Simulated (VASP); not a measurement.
# Ni (Fm-3m) in VASP: a series of runs

Ni is run at these levels: PBE; tasks: single point, relaxation of cell and atoms.

Program: VASP 6.6.1. These are calculated values, not measurements. Logs are shortened: lines on timing, memory, paths and dates and some standing lists are left out, and cuts for length are marked.

### Step 1. The cell of the first run

Symmetry: Fm-3m, No. 225, cubic system. The conventional cell has a = 3.517 Å, b = 3.517 Å, c = 3.517 Å, α = 90.00°, β = 90.00°, γ = 90.00°. Ni (site symmetry m-3m) has 12 Ni at 2.49 Å within 3.3 Å.

### Step 2. Single point, PBE, collinear spin, ferromagnetic start

INCAR reads:

```
ALGO     = Fast           # electronic algorithm
EDIFF    = 1E-7           # SCF threshold, eV
ENCUT    = 520            # plane-wave cutoff, eV
GGA      = PE             # functional
ISIF     = 2              # what is computed and relaxed
ISMEAR   = 1              # smearing method
ISPIN    = 2              # spin polarisation
LASPH    = True           # aspherical terms in the spheres
LCHARG   = False          # write CHGCAR
LMAXMIX  = 4              # l up to which the mixer works
LORBIT   = 11             # projections on sites
LREAL    = False          # projectors in reciprocal space
LWAVE    = False          # write WAVECAR
MAGMOM   = 0.65           # initial moments
NBANDS   = 15             # bands
NELM     = 150            # most SCF steps
PREC     = Accurate       # precision mode
SIGMA    = 0.1            # smearing width, eV
```

KPOINTS reads:

```
k-points
0
Gamma
  18 18 18
```

POSCAR reads:

```
Ni
1.0
    0.0000000000      1.7586104270      1.7586104270
    1.7586104270      0.0000000000      1.7586104270
    1.7586104270      1.7586104270      0.0000000000
Ni
1
Direct
    0.0000000000      0.0000000000      0.0000000000
```

Potentials or basis: VASP PAW PBE potentials, release 64 (Ni).

Command:

```console
> cat potpaw_PBE.64/Ni/POTCAR > POTCAR
> mpirun -np 1 vasp_std > vasp.out
```

OUTCAR:

```text
EDIFF = 1E-7
   ENCUT = 520
   GGA = PE
   ISIF = 2
   ISMEAR = 1
   ISPIN = 2
   LASPH = True
   LORBIT = 11
   LREAL = False
   NELM = 150
   PREC = Accurate

 ion  position               nearest neighbor table
   1  0.000  0.000  0.000-

  LATTYP: Found a face centered cubic cell.
 ALAT       =     3.5172208540

  Lattice vectors:

 A1 = (   0.0000000000,   1.7586104270,   1.7586104270)
 A2 = (   1.7586104270,   0.0000000000,   1.7586104270)
 A3 = (   1.7586104270,   1.7586104270,   0.0000000000)

Analysis of symmetry for initial positions (statically):
=====================================================================
 Subroutine PRICEL returns:
 Original cell was already a primitive cell.

 Routine SETGRP: Setting up the symmetry group for a
 face centered cubic supercell.

 Subroutine GETGRP returns: Found 48 space group operations
 (whereof 48 operations were pure point group operations)
 out of a pool of 48 trial point group operations.

The static configuration has the point symmetry O_h .

Analysis of symmetry for dynamics (positions and initial velocities):
=====================================================================
 Subroutine PRICEL returns:
 Original cell was already a primitive cell.

 Routine SETGRP: Setting up the symmetry group for a
 face centered cubic supercell.

 Subroutine GETGRP returns: Found 48 space group operations
 (whereof 48 operations were pure point group operations)
 out of a pool of 48 trial point group operations.

The dynamic configuration has the point symmetry O_h .

Analysis of structural, dynamic, and magnetic symmetry:
=====================================================================
 Subroutine PRICEL returns:
 Original cell was already a primitive cell.

 Routine SETGRP: Setting up the symmetry group for a
 face centered cubic supercell.

 Subroutine GETGRP returns: Found 48 space group operations
 (whereof 48 operations were pure point group operations)
 out of a pool of 48 trial point group operations.

The overall configuration has the point symmetry O_h .

 Subroutine INISYM returns: Found 48 space group operations
 (whereof 48 operations are pure point group operations),
 and found     1 'primitive' translations

----------------------------------------------------------------------------------------

                                     Primitive cell

  volume of cell :      10.8777

  direct lattice vectors                    reciprocal lattice vectors
     0.000000000  1.758610427  1.758610427    -0.284315385  0.284315385  0.284315385
     1.758610427  0.000000000  1.758610427     0.284315385 -0.284315385  0.284315385
     1.758610427  1.758610427  0.000000000     0.284315385  0.284315385 -0.284315385
[... 118 lines left out ...]
 maximum number of plane-waves:       304
   NGX =  9   NGY =  9   NGZ =  9

 number of electron      10.0000013 magnetization       0.6160843

 Free energy of the ion-electron system (eV)
  ---------------------------------------------------
  ext. energy  EPLUGINS =         0.00000000
  ---------------------------------------------------
  free energy    TOTEN  =        -5.47183932 eV

  energy without entropy =       -5.47223233  energy(sigma->0) =       -5.47197033

 E-fermi :   9.3822     XC(G=0): -13.2566

 val. band max:        9.3761633579   @ k =  -0.3889   0.2778   0.0000
 cond. band min:       9.3841063987   @ k =   0.5000   0.4444   0.0000
 fundamental gap:      0.0079430408
 Fermi energy:         9.3821864844

 spin component 1

 k-point     1 :       0.0000    0.0000    0.0000
  band No.  band energies     occupation
      1       0.3682      1.00000
      2       6.9444      1.00000
      3       6.9444      1.00000
      4       6.9444      1.00000
      5       8.1322      1.00000
      6       8.1322      1.00000
      7      33.1033      0.00000
      8      36.9692      0.00000
      9      36.9692      0.00000
     10      36.9692      0.00000
     11      39.9053      0.00000
     12      39.9053      0.00000
     13      39.9053      0.00000
     14      42.8722      0.00000
[... 403 lines left out ...]
      4       7.2213      1.00000
      5       8.0289      1.00000
      6       8.3408      1.00000
      7      24.3470      0.00000
      8      31.4069      0.00000
      9      34.8486      0.00000
     10      36.8500      0.00000
     11      39.2447      0.00000
     12      39.5682      0.00000
     13      43.9265      0.00000
     14      44.9100      0.00000
     15      47.9238      0.00000

 [... further k-points ...]

 spin component 2

 k-point     1 :       0.0000    0.0000    0.0000
  band No.  band energies     occupation
      1       0.3320      1.00000
      2       7.6950      1.00000
      3       7.6950      1.00000
      4       7.6950      1.00000
      5       8.6963      1.00000
      6       8.6963      1.00000
      7      32.9422      0.00000
      8      36.9460      0.00000
      9      36.9460      0.00000
     10      36.9460      0.00000
     11      40.0055      0.00000
     12      40.0055      0.00000
     13      40.0055      0.00000
     14      42.7500      0.00000
[... 403 lines left out ...]
      4       7.9167      1.00000
      5       8.6546      1.00000
      6       8.9817      1.00000
      7      24.4767      0.00000
      8      31.4173      0.00000
      9      34.8098      0.00000
     10      36.9261      0.00000
     11      39.2757      0.00000
     12      39.5385      0.00000
     13      43.9200      0.00000
     14      45.0147      0.00000
     15      48.0549      0.00000

 [... further k-points ...]
[... 5 lines left out ...]
  --------------------------------------------------------------------------------------
  -------------------------------------------------------------------------------------
  Total       -0.0106336     -0.0106336     -0.0106336      0.0000000     -0.0000000     -0.0000000
  in kB       -1.5662099     -1.5662099     -1.5662099      0.0000000     -0.0000000     -0.0000000
  external PRESSURE =      -1.5662099 kB  Pullay stress =       0.0000000 kB

 VOLUME and BASIS-vectors are now :
 -----------------------------------------------------------------------------
  energy-cutoff  :      520.00
  volume of cell :       10.88
      direct lattice vectors                 reciprocal lattice vectors
     0.000000000  1.758610427  1.758610427    -0.284315385  0.284315385  0.284315385
     1.758610427  0.000000000  1.758610427     0.284315385 -0.284315385  0.284315385
     1.758610427  1.758610427  0.000000000     0.284315385  0.284315385 -0.284315385

 POSITION                                       TOTAL-FORCE (eV/Angst)
 -----------------------------------------------------------------------------------
      0.00000      0.00000      0.00000         0.000000      0.000000      0.000000
 -----------------------------------------------------------------------------------
    total drift:                                0.000000     -0.000000      0.000000

  FREE ENERGIE OF THE ION-ELECTRON SYSTEM (eV)
  ---------------------------------------------------
  free  energy   TOTEN  =        -5.4718393241 eV

  energy  without entropy=       -5.4722323347  energy(sigma->0) =       -5.47197033

 total charge

# of ion       s       p       d       tot
------------------------------------------
    1        0.497   0.498   8.315   9.310

 magnetization (x)

# of ion       s       p       d       tot
------------------------------------------
    1       -0.007  -0.025   0.660   0.628
```

It took 45 s on 1 thread of AMD EPYC 9R45 (Zen 5), shared host; peak memory 0.13 GiB.

What came out:

* Free energy: -5.4718 eV
* Pressure: -0.2 GPa
* Net moment: 0.62 μB per cell
* Site moments: Ni +0.63 μB
* Valence electrons inside the program's atomic spheres: Ni 9.31

Levels at points of the mesh, in eV from the Fermi level:
Spin up:
| k point | band 3 | band 4 | band 5 | band 6 | band 7 | band 8 |
| --- | --- | --- | --- | --- | --- | --- |
| (0.00, 0.00, 0.00) | -2.44 | -2.44 | -1.25 | -1.25 | 23.72 | 27.59 |
| (0.50, 0.00, 0.00) | -2.41 | -0.60 | -0.60 | -0.30 | 5.66 | 22.21 |
| (0.50, 0.50, 0.00) | -0.54 | -0.48 | -0.48 | 2.45 | 9.22 | 14.82 |
Spin down:
| k point | band 2 | band 3 | band 4 | band 5 | band 6 | band 7 | band 8 | band 9 |
| --- | --- | --- | --- | --- | --- | --- | --- | --- |
| (0.00, 0.00, 0.00) | -1.69 | -1.69 | -1.69 | -0.69 | -0.69 | 23.56 | 27.56 | 27.56 |
| (0.50, 0.00, 0.00) | -1.81 | -1.81 | -0.36 | 0.14 | 0.14 | 6.08 | 22.07 | 24.76 |
| (0.50, 0.50, 0.00) | -3.59 | 0.05 | 0.38 | 0.38 | 2.40 | 9.46 | 14.83 | 14.83 |

### Step 3. Relaxation of cell and atoms, PBE, collinear spin, ferromagnetic start

This run uses another cell than the first one, of 10.90 Å³/atom, 1.002 times its volume.

INCAR reads:

```
PREC = Accurate
ENCUT = 600
EDIFF = 1E-6
ISMEAR = 1
SIGMA = 0.1
LREAL = F
LASPH = T
NELM = 150
ALGO = Normal
ISIF = 3
LWAVE = F
LCHARG = F
ISPIN = 2
MAGMOM = 0.65
LORBIT = 11
LMAXMIX = 4
GGA = PE
IBRION = 2
NSW = 80
EDIFFG = -0.005
```

KPOINTS reads:

```
Automatic mesh
0
Gamma
  18 18 18
```

POSCAR reads:

```
Ni
1.0
    0.0000000000      1.7600000000      1.7600000000
    1.7600000000      0.0000000000      1.7600000000
    1.7600000000      1.7600000000      0.0000000000
Ni
1
Direct
    0.0000000000      0.0000000000      0.0000000000
```

Potentials or basis: VASP PAW PBE potentials, release 64 (Ni).

Command:

```console
> cat potpaw_PBE.64/Ni/POTCAR > POTCAR
> mpirun -np 1 vasp_std > vasp.out
```

OUTCAR:

```text
PREC = Accurate
   ENCUT = 600
   EDIFF = 1E-6
   ISMEAR = 1
   LREAL = F
   LASPH = T
   NELM = 150
   ISIF = 3
   ISPIN = 2
   LORBIT = 11
   GGA = PE
   IBRION = 2
   NSW = 80
   EDIFFG = -0.005

 ion  position               nearest neighbor table
   1  0.000  0.000  0.000-

  LATTYP: Found a face centered cubic cell.
 ALAT       =     3.5200000000

  Lattice vectors:

 A1 = (   0.0000000000,   1.7600000000,   1.7600000000)
 A2 = (   1.7600000000,   0.0000000000,   1.7600000000)
 A3 = (   1.7600000000,   1.7600000000,   0.0000000000)

Analysis of symmetry for initial positions (statically):
=====================================================================
 Subroutine PRICEL returns:
 Original cell was already a primitive cell.

 Routine SETGRP: Setting up the symmetry group for a
 face centered cubic supercell.

 Subroutine GETGRP returns: Found 48 space group operations
 (whereof 48 operations were pure point group operations)
 out of a pool of 48 trial point group operations.

The static configuration has the point symmetry O_h .

Analysis of symmetry for dynamics (positions and initial velocities):
=====================================================================
 Subroutine PRICEL returns:
 Original cell was already a primitive cell.

 Routine SETGRP: Setting up the symmetry group for a
 face centered cubic supercell.

 Subroutine GETGRP returns: Found 48 space group operations
 (whereof 48 operations were pure point group operations)
 out of a pool of 48 trial point group operations.

The dynamic configuration has the point symmetry O_h .

Analysis of structural, dynamic, and magnetic symmetry:
=====================================================================
 Subroutine PRICEL returns:
 Original cell was already a primitive cell.

 Routine SETGRP: Setting up the symmetry group for a
 face centered cubic supercell.

 Subroutine GETGRP returns: Found 48 space group operations
 (whereof 48 operations were pure point group operations)
 out of a pool of 48 trial point group operations.

[... 137 lines left out ...]
--------------------------------------- Ionic step        1  -------------------------------------------

 number of electron      10.0000009 magnetization       0.6154204

 Free energy of the ion-electron system (eV)
  ---------------------------------------------------
  ext. energy  EPLUGINS =         0.00000000
  ---------------------------------------------------
  free energy    TOTEN  =        -5.47149731 eV

  energy without entropy =       -5.47188938  energy(sigma->0) =       -5.47162800

------------------------ aborting loop because EDIFF is reached ----------------------------------------

  FORCE on cell =-STRESS in cart. coord.  units (eV):
  Direction    XX          YY          ZZ          XY          YZ          ZX
  --------------------------------------------------------------------------------------
  -------------------------------------------------------------------------------------
  Total       -0.0410796     -0.0410796     -0.0410796      0.0000000      0.0000000      0.0000000
  in kB       -6.0362744     -6.0362744     -6.0362744      0.0000000      0.0000000      0.0000000
  external PRESSURE =      -6.0362744 kB  Pullay stress =       0.0000000 kB
[... 57 lines left out ...]
--------------------------------------- Ionic step        3  -------------------------------------------

 number of electron      10.0000009 magnetization       0.6164852

 Free energy of the ion-electron system (eV)
  ---------------------------------------------------
  ext. energy  EPLUGINS =         0.00000000
  ---------------------------------------------------
  free energy    TOTEN  =        -5.47155801 eV

  energy without entropy =       -5.47195073  energy(sigma->0) =       -5.47168892

 E-fermi :   9.3926     XC(G=0): -13.2609

 val. band max:        9.3864917218   @ k =  -0.3889   0.2778   0.0000
 cond. band min:       9.3946006440   @ k =   0.5000   0.4444   0.0000
 fundamental gap:      0.0081089222
 Fermi energy:         9.3925771630

 spin component 1

 k-point     1 :       0.0000    0.0000    0.0000
  band No.  band energies     occupation
      1       0.3733      1.00000
      2       6.9528      1.00000
      3       6.9528      1.00000
      4       6.9528      1.00000
      5       8.1417      1.00000
      6       8.1417      1.00000
      7      33.1200      0.00000
      8      36.9917      0.00000
      9      36.9917      0.00000
[... 265 lines left out ...]
 k-point    24 :      -0.2222    0.0556    0.0000
  band No.  band energies     occupation
      1       2.5587      1.00000
      2       6.5824      1.00000
      3       7.1851      1.00000
      4       7.2299      1.00000
      5       8.0383      1.00000
      6       8.3505      1.00000
      7      24.3652      0.00000
      8      31.4268      0.00000
      9      34.8691      0.00000

 [... further k-points ...]

 spin component 2

 k-point     1 :       0.0000    0.0000    0.0000
  band No.  band energies     occupation
      1       0.3376      1.00000
      2       7.7036      1.00000
      3       7.7036      1.00000
      4       7.7036      1.00000
      5       8.7061      1.00000
      6       8.7061      1.00000
      7      32.9593      0.00000
      8      36.9689      0.00000
      9      36.9689      0.00000
[... 304 lines left out ...]
  FREE ENERGIE OF THE ION-ELECTRON SYSTEM (eV)
  ---------------------------------------------------
  free  energy   TOTEN  =        -5.4715580145 eV

  energy  without entropy=       -5.4719507285  energy(sigma->0) =       -5.47168892

 reached required accuracy - stopping structural energy minimisation

 total charge

# of ion       s       p       d       tot
------------------------------------------
    1        0.498   0.498   8.315   9.311

 magnetization (x)

# of ion       s       p       d       tot
------------------------------------------
    1       -0.007  -0.025   0.660   0.628
```

OSZICAR:

```text
N       E                     dE             d eps       ncg     rms          rms(c)
DAV:   1     0.255306028910E+02    0.25531E+02   -0.53157E+03  7140   0.160E+03
DAV:   2    -0.603272114923E+01   -0.31563E+02   -0.30492E+02  7122   0.176E+02
[... 20 lines left out ...]
DAV:   1    -0.547300907629E+01   -0.15081E-02   -0.23519E-02  7303   0.264E+00    0.319E-01
DAV:   2    -0.547203632681E+01    0.97275E-03   -0.22544E-02  7349   0.229E+00    0.172E-01
DAV:   3    -0.547159000912E+01    0.44632E-03   -0.34213E-03  7265   0.941E-01    0.519E-02
DAV:   4    -0.547156193435E+01    0.28075E-04   -0.18926E-05  7881   0.391E-02    0.291E-02
DAV:   5    -0.547155747310E+01    0.44612E-05   -0.99819E-06  9029   0.251E-02    0.530E-03
DAV:   6    -0.547155801455E+01   -0.54145E-06   -0.10726E-07  3545   0.391E-03
   3 F= -.54715580E+01 E0= -.54716889E+01  d E =-.607078E-04  mag=     0.6163
```

CONTCAR:

```text
Ni
   1.00000000000000
     0.0000000000000000    1.7581684356887182    1.7581684356887182
     1.7581684356887182   -0.0000000000000000    1.7581684356887182
     1.7581684356887182    1.7581684356887182   -0.0000000000000000
  Ni
     1
Direct
     0.0000000000000000    0.0000000000000000    0.0000000000000000

  0.00000000E+00  0.00000000E+00  0.00000000E+00
```

Run time: 50 s. Hardware: 1 thread of AMD EPYC 9R45 (Zen 5), shared host; peak memory 0.13 GiB.

Results:

```
Free energy                                           : -5.4716 eV
Relaxed volume                                        : 10.87 Å³/atom
Relaxed cell                                          : a = 2.486 Å, b = 2.486 Å, c = 2.486 Å, α = 60.00°, β = 60.00°, γ = 60.00°
Space group after relaxing (to 0.05 Å)                : Fm-3m (No. 225)
Energy gained by relaxing                             : 0.1 meV/atom
Ionic steps                                           : 3
Pressure after relaxing                               : 0.0 GPa
Net moment                                            : 0.62 μB per cell
Site moments                                          : Ni +0.63 μB
Valence electrons inside the program's atomic spheres : Ni 9.31
```

Final structure:
```xyz
1
Lattice="0.0000 1.7582 1.7582 1.7582 0.0000 1.7582 1.7582 1.7582 0.0000" Properties=species:S:1:pos:R:3 pbc="T T T"
Ni    0.0000    0.0000    0.0000
```

Levels at points of the mesh, in eV from the Fermi level:
Spin up:
| k point | band 3 | band 4 | band 5 | band 6 | band 7 | band 8 |
| --- | --- | --- | --- | --- | --- | --- |
| (0.00, 0.00, 0.00) | -2.44 | -2.44 | -1.25 | -1.25 | 23.73 | 27.60 |
| (0.50, 0.00, 0.00) | -2.41 | -0.60 | -0.60 | -0.30 | 5.67 | 22.22 |
| (0.50, 0.50, 0.00) | -0.54 | -0.48 | -0.48 | 2.45 | 9.23 | 14.83 |
Spin down:
| k point | band 1 | band 2 | band 3 | band 4 | band 5 | band 6 | band 7 | band 8 | band 9 |
| --- | --- | --- | --- | --- | --- | --- | --- | --- | --- |
| (0.00, 0.00, 0.00) | -9.05 | -1.69 | -1.69 | -1.69 | -0.69 | -0.69 | 23.57 | 27.58 | 27.58 |
| (0.50, 0.00, 0.00) | -4.41 | -1.81 | -1.81 | -0.36 | 0.14 | 0.14 | 6.09 | 22.08 | 24.77 |
| (0.50, 0.50, 0.00) | -4.32 | -3.59 | 0.05 | 0.38 | 0.38 | 2.40 | 9.46 | 14.84 | 14.84 |
